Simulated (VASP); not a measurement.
Al2Cu:

```xyz
3
Lattice="4.1052 0.0000 0.0000 0.0000 4.1052 0.0000 0.0000 0.0000 2.8913" Properties=species:S:1:pos:R:3 pbc="T T T"
Al    2.0526    0.0000    1.4457
Al    0.0000    2.0526    1.4457
Cu    0.0000    0.0000    0.0000
```

| Property | Result |
| --- | --- |
| Program | VASP 6.6.1 |
| Task | relaxation of volume and atoms at fixed shape |
| Functional | LDA |
| Potentials or basis | VASP PAW LDA potentials, release 64 (Al, Cu) |
| Cutoff | 600 eV |
| k mesh | 11 × 11 × 15 |
| Occupations | methfessel-paxton, width 0.05 eV |
| Spin | no spin polarisation |

At the start: pressure -4.9 GPa; volume 16.24 Å³/atom.

**Question.** How do energy, volume and symmetry change on relaxing?

**Answer.** Over 3 steps the energy falls by 13.0 meV/atom and the volume is 15.41 Å³/atom (-5.1 %); space group P4/mmm (No. 123, to 0.05 Å).

Step by step:
```tsv
step	energy change (eV)	largest force (eV/Å)	pressure (GPa)	volume (Å³)
1	0.0000	0.0000	-4.86	48.73
2	-0.0329	0.0000	1.73	45.33
3	-0.0391	0.0000	0.00	46.23
```

Final structure:
```
Al Cu
1.0
     4.03383    0.00000    0.00000
     0.00000    4.03383    0.00000
     0.00000    0.00000    2.84106
Al Cu
2 1
Direct
  0.50000 0.00000 0.50000
  0.00000 0.50000 0.50000
  0.00000 0.00000 0.00000
```
